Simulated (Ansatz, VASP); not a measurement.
## One calculation of CuI, two programs

```
CELL_PARAMETERS angstrom
0.00000 3.10748 2.75437
2.75437 0.00000 2.75437
2.75437 3.10748 0.00000
ATOMIC_POSITIONS crystal
Cu 0.75000 0.75000 0.75000
I 0.00000 0.00000 0.00000
```

Alike in both runs: task single point; functional PBE; k mesh 8 × 8 × 8; occupations gaussian, width 0.05 eV; no spin polarisation.

|  | VASP | Ansatz |
| --- | --- | --- |
| version | VASP 6.6.1 | Ansatz 0.2.0 |
| potentials or method | VASP PAW PBE potentials, release 64 (Cu, I), cutoff 520 eV | scalar-relativistic, plane waves, PAW |
| valence electrons in the cell | 18 | 36 |

```csv
,VASP,Ansatz,Ansatz less VASP
gap on the k mesh at the Fermi level (eV),1.53,1.51,-0.027
least direct gap on the mesh (eV),1.53,1.51,-0.027
pressure (GPa),10.8,10.5,-0.38
"traceless stress, the component that is largest in VASP (GPa)",-1.39,-1.41,-0.018
```

VASP's potentials hold 18 valence electrons a cell and Ansatz's 36, so a difference there can come from the potentials and not from the codes.

Neither program's run includes spin-orbit coupling.
